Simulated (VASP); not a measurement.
# Tl2FeH6 (Fm-3m) in VASP: single point with PBE

Aim: the single point of Tl2FeH6 with PBE.

Everything below comes from runs of VASP 6.6.1. Logs are shortened: lines on timing, memory, paths and dates and some standing lists are left out, and cuts for length are marked.

**1. The cell of the first run**

The structure is cubic, space group Fm-3m (No. 225). The conventional cell has a = 7.022 Å, b = 7.022 Å, c = 7.022 Å, α = 90.00°, β = 90.00°, γ = 90.00°. Within 2.3 Å of H (site symmetry 4mm) lie 1 Fe at 1.70 Å. Fe (site symmetry m-3m) has 6 H at 1.70 Å within 2.3 Å. Within 3.3 Å of Tl (site symmetry -43m) lie 12 H at 2.48 Å and 4 Fe at 3.04 Å.

**2. Single point, PBE**

INCAR reads:

```
PREC = Accurate
ENCUT = 520
EDIFF = 1E-6
ISMEAR = -1
SIGMA = 0.1
LREAL = F
LASPH = T
NELM = 100
ALGO = Normal
ISIF = 2
LWAVE = F
LCHARG = T
GGA = PE
LELF = T
LVHAR = T
NBANDS = 30
```

KPOINTS reads:

```
regular mesh
0
Gamma
  8 8 8
```

POSCAR reads:

```
Tl2FeH6
1.0
    0.0000000000      3.5111160000      3.5111160000
    3.5111160000      0.0000000000      3.5111160000
    3.5111160000      3.5111160000      0.0000000000
H Fe Tl
6 1 2
Direct
    0.7580000000      0.2420000000      0.2420000000
    0.2420000000      0.7580000000      0.2420000000
    0.2420000000      0.7580000000      0.7580000000
    0.7580000000      0.2420000000      0.7580000000
    0.2420000000      0.2420000000      0.7580000000
    0.7580000000      0.7580000000      0.2420000000
    0.0000000000      0.0000000000      0.0000000000
    0.2500000000      0.2500000000      0.2500000000
    0.7500000000      0.7500000000      0.7500000000
```

Potentials or basis: VASP PAW PBE potentials, release 64 (H, Fe, Tl_d).

Launch:

```bash
cat potpaw_PBE.64/H/POTCAR potpaw_PBE.64/Fe/POTCAR potpaw_PBE.64/Tl_d/POTCAR > POTCAR
mpirun -np 1 vasp_std > vasp.out
```

OUTCAR:

```text
PREC = Accurate
   ENCUT = 520
   EDIFF = 1E-6
   ISMEAR = -1
   LREAL = F
   LASPH = T
   NELM = 100
   ISIF = 2
   GGA = PE

 ion  position               nearest neighbor table
   1  0.758  0.242  0.242-   7 1.70   9 2.48   9 2.48   8 2.48   8 2.48
   2  0.242  0.758  0.242-   7 1.70   9 2.48   9 2.48   8 2.48   8 2.48
   3  0.242  0.758  0.758-   7 1.70   9 2.48   9 2.48   8 2.48   8 2.48
   4  0.758  0.242  0.758-   7 1.70   9 2.48   9 2.48   8 2.48   8 2.48
   5  0.242  0.242  0.758-   7 1.70   9 2.48   9 2.48   8 2.48   8 2.48
   6  0.758  0.758  0.242-   7 1.70   9 2.48   9 2.48   8 2.48   8 2.48
   7  0.000  0.000  0.000-   1 1.70   2 1.70   3 1.70   4 1.70   5 1.70   6 1.70   8 3.04   9 3.04
                             9 3.04   9 3.04   9 3.04   8 3.04   8 3.04   8 3.04
   8  0.250  0.250  0.250-   1 2.48   4 2.48   6 2.48   2 2.48   3 2.48   6 2.48   3 2.48   4 2.48
                             5 2.48   1 2.48   2 2.48   5 2.48   7 3.04   7 3.04   7 3.04   7 3.04
   9  0.750  0.750  0.750-   3 2.48   4 2.48   6 2.48   1 2.48   2 2.48   6 2.48   1 2.48   4 2.48
                             5 2.48   2 2.48   3 2.48   5 2.48   7 3.04   7 3.04   7 3.04   7 3.04

  LATTYP: Found a face centered cubic cell.
 ALAT       =     7.0222320000

  Lattice vectors:

 A1 = (   0.0000000000,   3.5111160000,   3.5111160000)
 A2 = (   3.5111160000,   0.0000000000,   3.5111160000)
 A3 = (   3.5111160000,   3.5111160000,   0.0000000000)

Analysis of symmetry for initial positions (statically):
=====================================================================
 Subroutine PRICEL returns:
 Original cell was already a primitive cell.

 Routine SETGRP: Setting up the symmetry group for a
 face centered cubic supercell.

 Subroutine GETGRP returns: Found 48 space group operations
 (whereof 48 operations were pure point group operations)
 out of a pool of 48 trial point group operations.

The static configuration has the point symmetry O_h .

Analysis of symmetry for dynamics (positions and initial velocities):
=====================================================================
 Subroutine PRICEL returns:
 Original cell was already a primitive cell.

 Routine SETGRP: Setting up the symmetry group for a
 face centered cubic supercell.

 Subroutine GETGRP returns: Found 48 space group operations
 (whereof 48 operations were pure point group operations)
 out of a pool of 48 trial point group operations.
[... 110 lines left out ...]
   LNONCOLLINEAR =      F non collinear calculations
   LSORBIT =      F    spin-orbit coupling
   LASPH  =      T    aspherical Exc in radial PAW
   ENCUT  =  520.0 eV  38.22 Ry    6.18 a.u.   9.23  9.23  9.23*2*pi/ulx,y,z
   NELM   =    100;   NELMIN=  2; NELMDL= -5     # of ELM steps
   EDIFF  = 0.1E-05   stopping-criterion for ELM
   LREAL  =      F    real-space projection
   EDIFFG = 0.1E-04   stopping-criterion for IOM
   NSW    =      0    number of steps for IOM
   IBRION =     -1    ionic relax: 0-MD 1-quasi-New 2-CG
   NFREE  =      0    steps in history (QN), initial steepest desc. (CG)
   ISIF   =      2    stress and relaxation
   ISYM   =      2    0-nonsym 1-usesym 2-fastsym
   POTIM  = 0.5000    time-step for ionic-motion
   TEBEG  =    0.0;   TEEND  =   0.0 temperature during run
   PSTRESS=    0.0 pullay stress
   NELECT =      40.0000    total number of electrons
   NUPDOWN=      -1.0000    fix difference up-down
   EMIN   =  10.00;   EMAX   =-10.00  energy-range for DOS
   EFERMI =   0.00;   METHOD = LEGACY
   ISMEAR =    -1;   SIGMA  =   0.10  broadening in eV -4-tet -1-fermi 0-gaus
   EFERMI_NEDOS =   21; number of points for ismear=-14 and -15
   IALGO  =     38    algorithm
   IMIX   =      4    mixing-type and parameters
     AMIX     =   0.40;   BMIX     =  1.00
     AMIX_MAG =   1.60;   BMIX_MAG =  1.00
  volume/ion in A,a.u.               =       9.62        64.91
  Fermi-wavevector in a.u.,A,eV,Ry     =   1.265629  2.391691 21.794030  1.601816
  Thomas-Fermi vector in A             =   2.398872
   LORBIT       =      0    0 simple, 1 ext, 2 COOP (PROOUT), +10 PAW based schemes
   GGA     = PE    functional components
[... 5 lines left out ...]
 non-spin polarized calculation
  energy-cutoff  :      520.00
  volume of cell :       86.57
 maximum number of plane-waves:      2351
 NGX is ok and might be reduce to    40
   NGX = 19   NGY = 19   NGZ = 19

 number of electron      39.9999994 magnetization

 Free energy of the ion-electron system (eV)
  ---------------------------------------------------
  ext. energy  EPLUGINS =         0.00000000
  ---------------------------------------------------
  free energy    TOTEN  =       -29.49645045 eV

  energy without entropy =      -29.38009771  energy(sigma->0) =      -29.43827408

 E-fermi :   5.1249     XC(G=0): -10.6589

 val. band max:        5.0840492350   @ k =  -0.3750   0.3750   0.1250
 cond. band min:       5.1472334140   @ k =   0.5000   0.0000   0.0000
 fundamental gap:      0.0631841790
 Fermi energy:         5.1249416937

 k-point     1 :       0.0000    0.0000    0.0000
  band No.  band energies     occupation
      1      -6.3436      2.00000
      2      -6.3436      2.00000
      3      -6.2836      2.00000
      4      -6.2836      2.00000
      5      -6.2836      2.00000
      6      -5.8045      2.00000
[... 781 lines left out ...]
     29      13.4322      0.00000
     30      13.9186      0.00000

 [... further k-points ...]
[... 5 lines left out ...]
  --------------------------------------------------------------------------------------
  -------------------------------------------------------------------------------------
  Total        0.6317512      0.6317512      0.6317512      0.0000000      0.0000000     -0.0000000
  in kB       11.6920624     11.6920624     11.6920624      0.0000000      0.0000000     -0.0000000
  external PRESSURE =      11.6920624 kB  Pullay stress =       0.0000000 kB

 VOLUME and BASIS-vectors are now :
 -----------------------------------------------------------------------------
  energy-cutoff  :      520.00
  volume of cell :       86.57
      direct lattice vectors                 reciprocal lattice vectors
     0.000000000  3.511116000  3.511116000    -0.142404865  0.142404865  0.142404865
     3.511116000  0.000000000  3.511116000     0.142404865 -0.142404865  0.142404865
     3.511116000  3.511116000  0.000000000     0.142404865  0.142404865 -0.142404865

 POSITION                                       TOTAL-FORCE (eV/Angst)
 -----------------------------------------------------------------------------------
      1.69938      3.51112      3.51112        -0.836150     -0.000000     -0.000000
      3.51112      1.69938      3.51112        -0.000000     -0.836150     -0.000000
      5.32285      3.51112      3.51112         0.836150     -0.000000     -0.000000
      3.51112      5.32285      3.51112        -0.000000      0.836150     -0.000000
      3.51112      3.51112      1.69938        -0.000000     -0.000000     -0.836150
      3.51112      3.51112      5.32285        -0.000000     -0.000000      0.836150
      0.00000      0.00000      0.00000        -0.000000     -0.000000     -0.000000
      1.75556      1.75556      1.75556        -0.000000     -0.000000     -0.000000
      5.26667      5.26667      5.26667        -0.000000     -0.000000     -0.000000
 -----------------------------------------------------------------------------------
    total drift:                               -0.000000     -0.000000      0.000000

  FREE ENERGIE OF THE ION-ELECTRON SYSTEM (eV)
  ---------------------------------------------------
  free  energy   TOTEN  =       -29.4964504517 eV

  energy  without entropy=      -29.3800977117  energy(sigma->0) =      -29.43827408
```

Run time: 2.9 min. Hardware: 1 thread of AMD EPYC 7R43 (Zen 3), shared host; peak memory 0.23 GiB.

Results:

```
Free energy            : -29.4965 eV
Pressure               : 1.2 GPa
Largest force          : 0.836 eV/Å
Band gap on the k mesh : zero (band 20 reaches 5.37 eV, above the bottom of band 21 at 5.05 eV)
```

Forces in eV/Å, atoms in the order of the input:
```
H   -0.836  0.000  0.000
H    0.000 -0.836  0.000
H    0.836  0.000  0.000
H    0.000  0.836  0.000
H    0.000  0.000 -0.836
H    0.000  0.000  0.836
Fe   0.000  0.000  0.000
Tl   0.000  0.000  0.000
Tl   0.000  0.000  0.000
```

Levels at points of the mesh, in eV from the Fermi level:
```tsv
k point	band 18	band 19	band 20	band 21	band 22	band 23
(0.00, 0.00, 0.00)	-1.91	-1.91	-1.91	1.56	2.16	2.16
(0.50, 0.00, 0.00)	-1.30	-1.30	-1.14	0.02	1.54	1.54
(0.50, 0.50, 0.00)	-1.06	-1.06	-0.16	0.61	1.60	3.27
```

Caveat: spin-orbit coupling is left out, which moves the levels of the heavy elements. Spin polarisation is off, so any magnetic state and its effect on volume and gap are missing.
